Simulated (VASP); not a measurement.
# Ti2HC: relaxation of cell and atoms with LDA

Crystal: Ti2HC.

```
Ti H C
1.0
     1.54828    0.89390    4.79488
    -1.54828    0.89390    4.79488
     0.00000   -1.78780    4.79488
Ti H C
2 1 1
Direct
  0.75605 0.75605 0.75605
  0.24395 0.24395 0.24395
  0.00000 0.00000 0.00000
  0.50000 0.50000 0.50000
```

| Quantity | Value |
| --- | --- |
| Program | VASP 6.6.1 |
| Task | relaxation of cell and atoms |
| Functional | LDA |
| Potentials or basis | VASP PAW LDA potentials, release 64 (Ti_sv, H, C) |
| Cutoff | 600 eV |
| k mesh | 9 × 9 × 9 |
| Occupations | gaussian, width 0.05 eV |
| Spin | no spin polarisation |
| Dipole correction | no |
| Further INCAR settings | ALGO = Normal; EDIFF = 1e-06; IBRION = 2; EDIFFG = -0.01; NSW = 80; ISIF = 3 |

| Property | Result |
| --- | --- |
| Relaxed volume | 9.48 Å³/atom |
| Relaxed cell | a = 5.040 Å, b = 5.040 Å, c = 5.040 Å, α = 35.16°, β = 35.16°, γ = 35.16° |
| Space group after relaxing (to 0.1 Å) | R-3m (No. 166) |
| Energy gained by relaxing | 13.9 meV/atom |
| Ionic steps | 6 |
| Pressure after relaxing | 0.1 GPa |
| Largest force after relaxing | 0.004 eV/Å |
| Band gap on the k mesh | zero (an odd number of electrons rules out a gap without spin polarisation) |

Forces in eV/Å, atoms in the order of the input:
```
Ti   0.000  0.000  0.004
Ti   0.000  0.000 -0.004
H    0.000  0.000  0.000
C    0.000  0.000  0.000
```

Stress tensor (GPa, compression positive):
```
 0.16  0.00  0.00
 0.00  0.16  0.00
 0.00  0.00 -0.09
```

The path:
```csv
step,energy change (eV),largest force (eV/Å),pressure (GPa),volume (Å³)
1,0.0000,0.3748,-9.37,39.82
2,0.0135,1.0431,11.16,36.56
3,-0.0519,0.2393,-0.51,38.23
4,-0.0519,0.2529,-0.37,38.20
5,-0.0553,0.0576,-0.05,37.98
6,-0.0555,0.0036,0.07,37.91
```

Final structure:
```
Ti H C
1.0
     1.52217    0.87883    4.72358
    -1.52217    0.87883    4.72358
     0.00000   -1.75765    4.72358
Ti H C
2 1 1
Cartesian
  0.0000 0.0000 10.7089
  0.0000 0.0000 3.4618
  -1.5222 0.8788 4.7236
  0.0000 0.0000 7.0854
```

Levels at points of the mesh, in eV from the Fermi level:
```csv
k point,band 12,band 13,band 14,band 15,band 16,band 17
"(0.00, 0.00, 0.00)",-2.92,-2.92,0.28,0.28,0.98,1.88
```

Run time: 17 min on 1 thread of Oxide Virtual Turin-like Processor (shared host), peak memory 0.24 GiB.

Caveat: an odd number of electrons without spin polarisation forces a metal; a magnetic or distorted state may lie lower.
